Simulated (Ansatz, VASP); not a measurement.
**Two plane-wave programs on BaRe**

```
Ba Re
1.0
     3.72334    0.00000    0.00000
     0.00000    3.72334    0.00000
     0.00000    0.00000    3.72334
Ba Re
1 1
Direct
  0.00000 0.00000 0.00000
  0.50000 0.50000 0.50000
```

Alike in both runs: task single point; functional PBE; k mesh 8 × 8 × 8; occupations gaussian, width 0.05 eV; non-collinear spin, spin-orbit coupling.

|  | VASP | Ansatz |
| --- | --- | --- |
| version | VASP 6.6.1 | Ansatz 0.2.0 |
| potentials or method | VASP PAW PBE potentials, release 64 (Ba_sv, Re), cutoff 520 eV | plane waves, PAW |
| valence electrons in the cell | 17 | 25 |

Ansatz gave:

| Item | Value |
| --- | --- |
| pressure (GPa) | 1.1 |

**Question.** Estimate VASP's values.

**Answer.** Pressure (GPa): 2.7.

VASP's potentials hold 17 valence electrons a cell and Ansatz's 25, so a difference there can come from the potentials and not from the codes.
